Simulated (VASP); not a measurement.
# Pt (Im-3m) in VASP: single point with LDA

Aim: the single point of Pt with LDA.

All numbers are computed with VASP 6.6.1; they aren't measurements. Logs are shortened: lines on timing, memory, paths and dates and some standing lists are left out, and cuts for length are marked.

### Step 1. The cell of the first run

The structure is cubic, space group Im-3m (No. 229). The conventional cell has a = 3.168 Å, b = 3.168 Å, c = 3.168 Å, α = 90.00°, β = 90.00°, γ = 90.00°. Pt (site symmetry m-3m) has 14 Pt at 2.74 to 3.17 Å within 3.6 Å.

### Step 2. Single point, LDA

File INCAR:

```
PREC     = Accurate       # precision mode
ENCUT    = 520            # plane-wave cutoff, eV
EDIFF    = 1E-6           # SCF threshold, eV
ISMEAR   = 0              # smearing method
SIGMA    = 0.15           # smearing width, eV
LREAL    = False          # projectors in reciprocal space
LASPH    = True           # aspherical terms in the spheres
NELM     = 80             # most SCF steps
ALGO     = Normal         # electronic algorithm
ISIF     = 2              # what is computed and relaxed
LWAVE    = False          # write WAVECAR
LCHARG   = False          # write CHGCAR
GGA      = CA             # functional
NBANDS   = 11             # bands
```

File KPOINTS:

```
Automatic mesh
0
Gamma
  22 22 22
```

File POSCAR:

```
Pt
1.0
   -1.5842200000      1.5842200000      1.5842200000
    1.5842200000     -1.5842200000      1.5842200000
    1.5842200000      1.5842200000     -1.5842200000
Pt
1
Direct
    0.0000000000      0.0000000000      0.0000000000
```

Potentials or basis: VASP PAW LDA potentials, release 64 (Pt).

Run with:

```bash
$ cat potpaw_LDA.64/Pt/POTCAR > POTCAR
$ mpirun -np 1 vasp_std > vasp.out
```

OUTCAR:

```text
PREC = Accurate
   ENCUT = 520
   EDIFF = 1E-6
   ISMEAR = 0
   LREAL = False
   LASPH = True
   NELM = 80
   ISIF = 2
   GGA = CA

 ion  position               nearest neighbor table
   1  0.000  0.000  0.000-

  LATTYP: Found a body centered cubic cell.
 ALAT       =     3.1684400000

  Lattice vectors:

 A1 = (  -1.5842200000,   1.5842200000,   1.5842200000)
 A2 = (   1.5842200000,  -1.5842200000,   1.5842200000)
 A3 = (   1.5842200000,   1.5842200000,  -1.5842200000)

Analysis of symmetry for initial positions (statically):
=====================================================================
 Subroutine PRICEL returns:
 Original cell was already a primitive cell.

 Routine SETGRP: Setting up the symmetry group for a
 body centered cubic supercell.

 Subroutine GETGRP returns: Found 48 space group operations
 (whereof 48 operations were pure point group operations)
 out of a pool of 48 trial point group operations.

The static configuration has the point symmetry O_h .

Analysis of symmetry for dynamics (positions and initial velocities):
=====================================================================
 Subroutine PRICEL returns:
 Original cell was already a primitive cell.

 Routine SETGRP: Setting up the symmetry group for a
 body centered cubic supercell.

 Subroutine GETGRP returns: Found 48 space group operations
 (whereof 48 operations were pure point group operations)
 out of a pool of 48 trial point group operations.

The dynamic configuration has the point symmetry O_h .

 Subroutine INISYM returns: Found 48 space group operations
 (whereof 48 operations are pure point group operations),
 and found     1 'primitive' translations

----------------------------------------------------------------------------------------

                                     Primitive cell

  volume of cell :      15.9040

  direct lattice vectors                    reciprocal lattice vectors
    -1.584220000  1.584220000  1.584220000     0.000000000  0.315612731  0.315612731
     1.584220000 -1.584220000  1.584220000     0.315612731  0.000000000  0.315612731
     1.584220000  1.584220000 -1.584220000     0.315612731  0.315612731  0.000000000

  length of vectors
     2.743949530  2.743949530  2.743949530     0.446343804  0.446343804  0.446343804

  position of ions in fractional coordinates (direct lattice)
[... 81 lines left out ...]
   IBRION =     -1    ionic relax: 0-MD 1-quasi-New 2-CG
   NFREE  =      0    steps in history (QN), initial steepest desc. (CG)
   ISIF   =      2    stress and relaxation
   ISYM   =      2    0-nonsym 1-usesym 2-fastsym
   POTIM  = 0.5000    time-step for ionic-motion
   TEBEG  =    0.0;   TEEND  =   0.0 temperature during run
   PSTRESS=    0.0 pullay stress
   NELECT =      10.0000    total number of electrons
   NUPDOWN=      -1.0000    fix difference up-down
   EMIN   =  10.00;   EMAX   =-10.00  energy-range for DOS
   EFERMI =   0.00;   METHOD = LEGACY
   ISMEAR =     0;   SIGMA  =   0.15  broadening in eV -4-tet -1-fermi 0-gaus
   EFERMI_NEDOS =   21; number of points for ismear=-14 and -15
   IALGO  =     38    algorithm
   IMIX   =      4    mixing-type and parameters
     AMIX     =   0.40;   BMIX     =  1.00
     AMIX_MAG =   1.60;   BMIX_MAG =  1.00
  volume/ion in A,a.u.               =      15.90       107.33
  Fermi-wavevector in a.u.,A,eV,Ry     =   1.402510  2.650360 26.763132  1.967035
  Thomas-Fermi vector in A             =   2.525265
   LORBIT       =      0    0 simple, 1 ext, 2 COOP (PROOUT), +10 PAW based schemes
   GGA     = CA    functional components
   LHFCALC =     F    Hartree Fock is set to
   AEXX    =    0.0000 exact exchange contribution
   IVDW    =     0    specifies the selected vdW correction
   LEPSILON=     F    determine dielectric tensor
   LRPA    =     F    only Hartree local field effects (RPA)
 non-spin polarized calculation
 Gauss-broadening in eV      SIGMA  =   0.15
  energy-cutoff  :      520.00
  volume of cell :       15.90
 maximum number of plane-waves:       442
   NGX = 11   NGY = 11   NGZ = 11

 number of electron      10.0000000 magnetization

 Free energy of the ion-electron system (eV)
  ---------------------------------------------------
  ext. energy  EPLUGINS =         0.00000000
  ---------------------------------------------------
  free energy    TOTEN  =        -7.34561307 eV

  energy without entropy =       -7.33241785  energy(sigma->0) =       -7.33901546

 E-fermi :   9.9138     XC(G=0): -13.3762

 val. band max:        9.9135541273   @ k =   0.3636   0.0000   0.0000
 cond. band min:       9.9304760106   @ k =  -0.3636   0.4091   0.1364
 fundamental gap:      0.0169218833
 Fermi energy:         9.9138039042

 k-point     1 :       0.0000    0.0000    0.0000
  band No.  band energies     occupation
      1       0.4796      2.00000
      2       6.4634      2.00000
      3       6.4634      2.00000
      4       6.4634      2.00000
      5       8.9760      2.00000
      6       8.9760      2.00000
      7      27.0061      0.00000
      8      27.0061      0.00000
      9      27.0061      0.00000
     10      37.0215      0.00000
     11      37.0252      0.00000
[... 309 lines left out ...]
 k-point    24 :       0.1364    0.0909   -0.0000
  band No.  band energies     occupation
      1       1.9442      2.00000
      2       6.0375      2.00000
      3       6.2392      2.00000
      4       7.7751      2.00000
      5       8.4673      2.00000
      6       9.0921      2.00000
      7      26.6227      0.00000
      8      26.8668      0.00000
      9      28.5476      0.00000
     10      30.6820      0.00000
     11      32.6699      0.00000

 [... further k-points ...]

------------------------ aborting loop because EDIFF is reached ----------------------------------------

  FORCE on cell =-STRESS in cart. coord.  units (eV):
  Direction    XX          YY          ZZ          XY          YZ          ZX
  --------------------------------------------------------------------------------------
  -------------------------------------------------------------------------------------
  Total       -1.5187240     -1.5187240     -1.5187240     -0.0000000     -0.0000000      0.0000000
  in kB     -152.9970237   -152.9970237   -152.9970237     -0.0000000     -0.0000000      0.0000000
  external PRESSURE =    -152.9970237 kB  Pullay stress =       0.0000000 kB

 VOLUME and BASIS-vectors are now :
 -----------------------------------------------------------------------------
  energy-cutoff  :      520.00
  volume of cell :       15.90
      direct lattice vectors                 reciprocal lattice vectors
    -1.584220000  1.584220000  1.584220000     0.000000000  0.315612731  0.315612731
     1.584220000 -1.584220000  1.584220000     0.315612731  0.000000000  0.315612731
     1.584220000  1.584220000 -1.584220000     0.315612731  0.315612731  0.000000000

 POSITION                                       TOTAL-FORCE (eV/Angst)
 -----------------------------------------------------------------------------------
      0.00000      0.00000      0.00000        -0.000000     -0.000000      0.000000
 -----------------------------------------------------------------------------------
    total drift:                                0.000000     -0.000000      0.000000

  FREE ENERGIE OF THE ION-ELECTRON SYSTEM (eV)
  ---------------------------------------------------
  free  energy   TOTEN  =        -7.3456130651 eV

  energy  without entropy=       -7.3324178498  energy(sigma->0) =       -7.33901546
```

stdout:

```text
POSCAR found type information on POSCAR Pt
 POSCAR found :  1 types and       1 ions
 scaLAPACK will be used
 LDA part: xc-table for (Slater(with rela. corr.)+CA(PZ))
 , standard interpolation
 POSCAR, INCAR and KPOINTS ok, starting setup
 FFT: planning ... GRIDC
 FFT: planning ... GRID_SOFT
 FFT: planning ... GRID
 WAVECAR not read
 entering main loop
```

It took 15 s on 1 thread of Intel Xeon 6975P-C (Granite Rapids), shared host; peak memory 0.16 GiB.

What came out:

```
Free energy            : -7.3456 eV
Pressure               : -15.3 GPa
Band gap on the k mesh : zero (band 5 reaches 10.93 eV, above the bottom of band 6 at 8.83 eV)
```

Levels at points of the mesh, in eV from the Fermi level:
| k point | band 2 | band 3 | band 4 | band 5 | band 6 | band 7 | band 8 | band 9 |
| --- | --- | --- | --- | --- | --- | --- | --- | --- |
| (0.00, 0.00, 0.00) | -3.45 | -3.45 | -3.45 | -0.94 | -0.94 | 17.09 | 17.09 | 17.09 |
| (0.50, 0.00, 0.00) | -4.86 | -1.13 | -0.62 | 0.30 | 1.05 | 6.25 | 13.26 | 15.74 |
| (0.50, 0.50, 0.50) | -5.98 | 0.53 | 0.53 | 0.53 | 7.63 | 7.63 | 7.63 | 12.66 |

Caveat: spin-orbit coupling is left out, which moves the levels of the heavy elements.
